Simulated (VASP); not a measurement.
Input of a VASP 6.6.1 run:

The input INCAR:

```
SYSTEM = Si4Cl
  ALGO = Normal
  EDIFF = 1E-7
  ENCUT = 520
  GGA = PE
  ISIF = 2
  ISMEAR = 0
  LASPH = .TRUE.
  LCHARG = .TRUE.
  LELF = .TRUE.
  LREAL = .FALSE.
  LVHAR = .TRUE.
  LWAVE = .FALSE.
  NBANDS = 20
  NELM = 80
  PREC = Accurate
  SIGMA = 0.1
```

KPOINTS

```
k-points
0
G
  8 8 8
  0 0 0
```

POSCAR

```
Si4Cl
1.0
    4.7347173912      0.0000000000      0.0000000000
    0.0000000000      4.7347173912      0.0000000000
    0.0000000000      0.0000000000      4.7347173912
Si Cl
4 1
Direct
    0.0000000000      0.0000000000      0.0000000000
    0.5000000000      0.5000000000      0.0000000000
    0.5000000000      0.0000000000      0.5000000000
    0.0000000000      0.5000000000      0.5000000000
    0.5000000000      0.5000000000      0.5000000000
```

Potentials or basis: VASP PAW PBE potentials, release 64 (Si, Cl).

Launch:

```sh
$ cat potpaw_PBE.64/Si/POTCAR potpaw_PBE.64/Cl/POTCAR > POTCAR
$ mpirun -np 1 vasp_std > vasp.out
```

(1) Estimate the pressure.

Answers

(1) 0.1 GPa.

Caveat: an odd number of electrons without spin polarisation forces a metal; a magnetic or distorted state may lie lower.
